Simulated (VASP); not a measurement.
# Al12NO in VASP: a series of runs, part 2 of 2

VASP 6.6.1.

## (3) Single point, PBE, collinear spin, ferromagnetic start

INCAR reads:

```
SYSTEM = Al12NO
ALGO     = Normal         ! electronic algorithm
DIPOL    = 0.5 0.5 0.305
EDIFF    = 1E-6           ! SCF threshold, eV
ENCUT    = 520            ! plane-wave cutoff, eV
GGA      = PE             ! functional
IDIPOL   = 3            
ISIF     = 2              ! what is computed and relaxed
ISMEAR   = 0              ! smearing method
ISPIN    = 2              ! spin polarisation
LASPH    = .True.         ! aspherical terms in the spheres
LCHARG   = .False.        ! write CHGCAR
LDIPOL   = .True.       
LORBIT   = 11             ! projections on sites
LREAL    = .False.        ! projectors in reciprocal space
LWAVE    = .False.        ! write WAVECAR
MAGMOM   = 0 0 0 0 0 0 0 0 0 0 0 0 1 0 ! initial moments
NBANDS   = 40             ! bands
NELM     = 150            ! most SCF steps
PREC     = Accurate       ! precision mode
SIGMA    = 0.1            ! smearing width, eV
```

KPOINTS reads:

```
k-points
0
Gamma
  5 5 1
  0 0 0
```

POSCAR reads:

```
Al12NO
1.0
    5.7143028096      0.0000000000      0.0000000000
    0.0000000000      5.7143028096      0.0000000000
    0.0000000000      0.0000000000     22.1750227966
Al N O
12 1 1
Direct
    0.2500000000      0.2500000000      0.1803831291
    0.2500000000      0.7500000000      0.1803831291
    0.7500000000      0.2500000000      0.1803831291
    0.7500000000      0.7500000000      0.1803831291
    0.0000000000      0.0000000000      0.2744094953
    0.0000000000      0.5000000000      0.2744094953
    0.5000000000      0.0000000000      0.2744094953
    0.5000000000      0.5000000000      0.2744094953
    0.2500000000      0.2500000000      0.3686590481
    0.2500000000      0.7500000000      0.3686590481
    0.7500000000      0.2500000000      0.3686590481
    0.7500000000      0.7500000000      0.3686590481
    0.3607879165      0.5000000000      0.4859080821
    0.6392120835      0.5000000000      0.4859080821
```

Potentials or basis: VASP PAW PBE potentials, release 64 (Al, N, O).

On the command line:

```bash
$ cat potpaw_PBE.64/Al/POTCAR potpaw_PBE.64/N/POTCAR potpaw_PBE.64/O/POTCAR > POTCAR
$ mpirun -np 1 vasp_std > vasp.out
```

OUTCAR:

```text
SYSTEM = Al12NO
   EDIFF = 1E-6
   ENCUT = 520
   GGA = PE
   ISIF = 2
   ISMEAR = 0
   ISPIN = 2
   LASPH = .True.
   LORBIT = 11
   LREAL = .False.
   NELM = 150
   PREC = Accurate

 ion  position               nearest neighbor table
   1  0.250  0.250  0.180-   2 2.86   3 2.86   2 2.86   3 2.86   7 2.90   8 2.90   5 2.90   6 2.90

   2  0.250  0.750  0.180-   1 2.86   4 2.86   1 2.86   4 2.86   7 2.90   8 2.90   5 2.90   6 2.90

   3  0.750  0.250  0.180-   1 2.86   4 2.86   4 2.86   1 2.86   7 2.90   8 2.90   5 2.90   6 2.90
[... 15 lines left out ...]
  11  0.750  0.250  0.369-   9 2.86  12 2.86  12 2.86   9 2.86   5 2.91   6 2.91   7 2.91   8 2.91

  12  0.750  0.750  0.369-  10 2.86  11 2.86  11 2.86  10 2.86   5 2.91   6 2.91   7 2.91   8 2.91

  13  0.361  0.500  0.486-  14 1.59
  14  0.639  0.500  0.486-  13 1.59

  LATTYP: Found a simple tetragonal cell.
 ALAT       =     5.7143028096
 C/A-ratio  =     3.8806173798

  Lattice vectors:

 A1 = (   5.7143028096,   0.0000000000,   0.0000000000)
 A2 = (   0.0000000000,   5.7143028096,   0.0000000000)
 A3 = (   0.0000000000,   0.0000000000,  22.1750227966)

Analysis of symmetry for initial positions (statically):
[... 923 lines left out ...]
      0.00000      0.00000      6.08504        -0.004348      0.000000     -0.020766
      0.00000      2.85715      6.08504         0.019629      0.000000      0.033821
      2.85715      0.00000      6.08504         0.011760      0.000000     -0.039908
      2.85715      2.85715      6.08504        -0.004508      0.000000      0.081922
      1.42858      1.42858      8.17502        -0.015450      0.025423      0.344202
      1.42858      4.28573      8.17502        -0.015450     -0.025423      0.344202
      4.28573      1.42858      8.17502         0.013097     -0.021585      0.329256
      4.28573      4.28573      8.17502         0.013097      0.021585      0.329256
      2.06165      2.85715     10.77502         7.032665      0.000000     -0.785499
      3.65265      2.85715     10.77502        -7.051327      0.000000     -0.788984
 -----------------------------------------------------------------------------------
    total drift:                               -0.000265      0.000000      0.000390

  FREE ENERGIE OF THE ION-ELECTRON SYSTEM (eV)
  ---------------------------------------------------
  free  energy   TOTEN  =       -51.3441177109 eV

  energy  without entropy=      -51.3142412600  energy(sigma->0) =      -51.32917949

 vacuum level on the upper side and lower side of the slab         5.153         2.874

 total charge

# of ion       s       p       d       tot
------------------------------------------
    1        0.476   0.284   0.000   0.760
    2        0.476   0.284   0.000   0.760
    3        0.476   0.284   0.000   0.760
    4        0.476   0.284   0.000   0.760
    5        0.429   0.332   0.000   0.761
    6        0.429   0.331   0.000   0.760
    7        0.432   0.329   0.000   0.761
    8        0.428   0.329   0.000   0.758
    9        0.472   0.276   0.000   0.748
   10        0.472   0.276   0.000   0.748
   11        0.474   0.272   0.000   0.746
   12        0.474   0.272   0.000   0.746
   13        1.354   1.949   0.000   3.304
   14        1.606   3.113   0.000   4.719
--------------------------------------------------
tot          8.474   8.614   0.000  17.088

 magnetization (x)

# of ion       s       p       d       tot
------------------------------------------
    1       -0.001  -0.002   0.000  -0.003
    2       -0.001  -0.002   0.000  -0.003
    3       -0.001  -0.001   0.000  -0.002
    4       -0.001  -0.001   0.000  -0.002
    5        0.001  -0.004   0.000  -0.003
    6       -0.001  -0.001   0.000  -0.002
    7       -0.000  -0.000   0.000  -0.000
    8       -0.000  -0.000   0.000  -0.000
    9       -0.006  -0.002   0.000  -0.008
   10       -0.006  -0.002   0.000  -0.008
   11       -0.002   0.002   0.000   0.000
   12       -0.002   0.002   0.000   0.000
   13        0.019   0.765   0.000   0.784
   14        0.004   0.272   0.000   0.276
--------------------------------------------------
tot          0.002   1.026   0.000   1.028
```

OSZICAR:

```text
N       E                     dE             d eps       ncg     rms          rms(c)
DAV:   1     0.207122702381E+03    0.20712E+03   -0.14091E+04  1440   0.831E+02
DAV:   2    -0.180973791560E+02   -0.22522E+03   -0.21041E+03  2080   0.153E+02
DAV:   3    -0.517009572102E+02   -0.33604E+02   -0.30407E+02  2016   0.521E+01
[... 23 lines left out ...]
DAV:  27    -0.513440937434E+02   -0.31964E-04   -0.34032E-06  1592   0.392E-03    0.147E-03
DAV:  28    -0.513441057599E+02   -0.12016E-04   -0.92154E-07  1456   0.305E-03    0.946E-04
DAV:  29    -0.513441139484E+02   -0.81886E-05   -0.79933E-07  1368   0.242E-03    0.589E-04
DAV:  30    -0.513441169787E+02   -0.30303E-05   -0.36023E-07  1328   0.191E-03    0.405E-04
DAV:  31    -0.513441177109E+02   -0.73224E-06   -0.81107E-08  1120   0.147E-03
   1 F= -.51344118E+02 E0= -.51329179E+02  d E =-.298765E-01  mag=     1.3849
```

stdout:

```text
POSCAR found type information on POSCAR AlN O
 POSCAR found :  3 types and      14 ions
 scaLAPACK will be used
 LDA part: xc-table for (Slater+PW92), standard interpolation
 POSCAR, INCAR and KPOINTS ok, starting setup
 FFT: planning ... GRIDC
 FFT: planning ... GRID_SOFT
 FFT: planning ... GRID
 WAVECAR not read
 entering main loop
```

Wall time 24 min (1 thread of Oxide Virtual Turin-like, shared host); peak memory 1 GiB.

What came out:

- Free energy: -51.3441 eV
- Largest force: 7.095 eV/Å
- Net moment: 1.38 μB per cell
- Site moments: Al -0.00, -0.01, +0.00 (each value once); N +0.78; O +0.28 μB
- Valence electrons inside the program's atomic spheres: Al 0.76, 0.75 (each value once); N 3.30; O 4.72

Forces on the atoms (eV/Å):
```
Al  -0.008 -0.017  0.042
Al  -0.008  0.017  0.042
Al   0.008 -0.005  0.044
Al   0.008  0.005  0.044
Al  -0.004  0.000 -0.021
Al   0.020  0.000  0.034
Al   0.012  0.000 -0.040
Al  -0.005  0.000  0.082
Al  -0.015  0.025  0.344
Al  -0.015 -0.025  0.344
Al   0.013 -0.022  0.329
Al   0.013  0.022  0.329
N    7.033  0.000 -0.785
O   -7.051  0.000 -0.789
```

Levels at points of the mesh, in eV from the Fermi level:
Spin up:
| k point | band 20 | band 21 | band 22 | band 23 | band 24 | band 25 | band 26 | band 27 | band 28 | band 29 |
| --- | --- | --- | --- | --- | --- | --- | --- | --- | --- | --- |
| (0.00, 0.00, 0.00) | -1.06 | -0.78 | -0.69 | -0.41 | -0.30 | -0.21 | -0.01 | 0.00 | 0.12 | 0.25 |
Spin down:
```csv
k point,band 20,band 21,band 22,band 23,band 24,band 25,band 26,band 27
"(0.00, 0.00, 0.00)",-0.85,-0.76,-0.65,-0.41,-0.07,-0.01,-0.01,0.14
```

## (4) Single point, PBE, collinear spin, ferromagnetic start

INCAR reads:

```
PREC = Accurate ; ENCUT = 520
EDIFF = 1E-6 ; ISMEAR = 0
SIGMA = 0.1 ; LREAL = False
LASPH = True ; NELM = 150
ALGO = Normal ; ISIF = 2
LWAVE = False ; LCHARG = True
ISPIN = 2 ; MAGMOM = 0 0 0 0 0 0 0 0 0 0 0 0 1 0
LORBIT = 11 ; LDIPOL = True
IDIPOL = 3 ; DIPOL = 0.5 0.5 0.297
GGA = PE ; LELF = True
LVHAR = True ; LVACPOTAV = True
NBANDS = 40
```

KPOINTS reads:

```
regular mesh
0
Gamma
  5 5 1
```

POSCAR: that of step 3 with these lines changed.

```diff
@@ -20,3 +20,3 @@
     0.7500000000      0.7500000000      0.3686590481
-    0.3607879165      0.5000000000      0.4859080821
-    0.6392120835      0.5000000000      0.4859080821
+    0.3333129987      0.5000000000      0.4335969746
+    0.6666870013      0.5000000000      0.4335969746
```

On the command line:

```bash
$ cat potpaw_PBE.64/Al/POTCAR potpaw_PBE.64/N/POTCAR potpaw_PBE.64/O/POTCAR > POTCAR
$ mpirun -np 1 vasp_std > vasp.out
```

It took 20 min on 1 thread of Oxide Virtual Turin-like, shared host; peak memory 1 GiB.

Results (log left out):

- Free energy: -54.9669 eV
- Largest force: 2.709 eV/Å
- Net moment: 0.00 μB per cell
- Valence electrons inside the program's atomic spheres: Al 0.76, 0.75, 0.77, 0.74, 0.72 (each value once); N 3.43; O 4.81

Forces in eV/Å, atoms in the order of the input:
```
Al   0.011 -0.009  0.051
Al   0.011  0.009  0.051
Al  -0.015  0.096  0.082
Al  -0.015 -0.096  0.082
Al  -0.010  0.000 -0.047
Al  -0.058  0.000  0.085
Al   0.027  0.000  0.141
Al   0.091  0.000 -0.011
Al   0.074  0.647  1.052
Al   0.074 -0.647  1.052
Al  -0.126  0.701  1.189
Al  -0.126 -0.701  1.189
N    0.721  0.000 -2.289
O   -0.660  0.000 -2.627
```

Levels at points of the mesh, in eV from the Fermi level:
Spin up:
| k point | band 22 | band 23 | band 24 | band 25 | band 26 | band 27 |
| --- | --- | --- | --- | --- | --- | --- |
| (0.00, 0.00, 0.00) | -0.54 | -0.34 | -0.32 | -0.11 | 0.29 | 0.32 |
Spin down:
| k point | band 20 | band 21 | band 22 | band 23 | band 24 | band 25 | band 26 | band 27 | band 28 | band 29 |
| --- | --- | --- | --- | --- | --- | --- | --- | --- | --- | --- |
| (0.00, 0.00, 0.00) | -1.29 | -1.04 | -0.54 | -0.34 | -0.32 | -0.11 | 0.29 | 0.32 | 0.85 | 1.26 |

## (5) Single point, PBE, collinear spin, ferromagnetic start

INCAR reads:

```
SYSTEM = Al12NO
PREC = Accurate
ENCUT = 520
EDIFF = 1E-6
ISMEAR = 0
SIGMA = 0.1
LREAL = .FALSE.
LASPH = .TRUE.
NELM = 150
ALGO = Normal
ISIF = 2
LWAVE = .FALSE.
LCHARG = .FALSE.
ISPIN = 2
MAGMOM = 0 0 0 0 0 0 0 0 0 0 0 0 1 0
LORBIT = 11
LDIPOL = .TRUE.
IDIPOL = 3
DIPOL = 0.5 0.5 0.293
GGA = PE
NBANDS = 40
```

KPOINTS reads:

```
Automatic mesh
0
G
  5 5 1
  0 0 0
```

POSCAR: that of step 4 with these lines changed.

```diff
@@ -20,3 +20,3 @@
     0.7500000000      0.7500000000      0.3686590481
-    0.3333129987      0.5000000000      0.4335969746
-    0.6666870013      0.5000000000      0.4335969746
+    0.3607879165      0.5000000000      0.4047356740
+    0.6392120835      0.5000000000      0.4047356740
```

On the command line:

```bash
$ cat potpaw_PBE.64/Al/POTCAR potpaw_PBE.64/N/POTCAR potpaw_PBE.64/O/POTCAR > POTCAR
$ mpirun -np 1 vasp_std > vasp.out
```

It took 23 min on 1 thread of Oxide Virtual Turin-like, shared host; peak memory 1 GiB.

It converged, with:

```
Free energy                                           : -55.5504 eV
Largest force                                         : 2.929 eV/Å
Net moment                                            : 0.00 μB per cell
Valence electrons inside the program's atomic spheres : Al 0.76, 0.75, 0.77, 0.81 (each value once); N 3.73; O 5.08
```

Forces in eV/Å, atoms in the order of the input:
```
Al   0.000 -0.002  0.074
Al   0.000  0.002  0.074
Al   0.005  0.034  0.052
Al   0.005 -0.034  0.052
Al  -0.044  0.000 -0.159
Al  -0.163  0.000 -0.152
Al   0.067  0.000  0.222
Al   0.119  0.000 -0.699
Al  -1.402 -2.374 -0.987
Al  -1.402  2.374 -0.987
Al   1.110 -1.943 -0.906
Al   1.110  1.943 -0.906
N    1.033  0.000  2.145
O   -0.437  0.000  2.178
```

Levels at points of the mesh, in eV from the Fermi level:
Spin up:
```
           k point  band 21  band 22  band 23  band 24  band 25  band 26  band 27  band 28
(0.00, 0.00, 0.00)    -1.22    -0.57    -0.46    -0.36    -0.35     0.15     0.53     0.99
```
Spin down:
| k point | band 22 | band 23 | band 24 | band 25 | band 26 | band 27 |
| --- | --- | --- | --- | --- | --- | --- |
| (0.00, 0.00, 0.00) | -0.57 | -0.46 | -0.36 | -0.35 | 0.15 | 0.53 |

## (6) Overview

| cell | gap on the mesh (eV) | moment (μB) | largest force (eV/Å) |
| --- | --- | --- | --- |
| as given, atomic positions A | none | 0.00 | 4.34 |
| as given, atomic positions B | none | 1.38 | 7.10 |
| as given, atomic positions C | none | 0.00 | 2.71 |
| as given, atomic positions D | none | 0.00 | 2.93 |

Alike in all rows: task single point; level PBE; potentials or basis VASP PAW PBE potentials, release 64 (Al, N, O); spin collinear, ferromagnetic start; k mesh 5 × 5 × 1; cutoff (eV) 520; smearing gaussian 0.1 eV.

Total energies depend on the potentials used, so only differences within one code and one set of settings carry meaning.
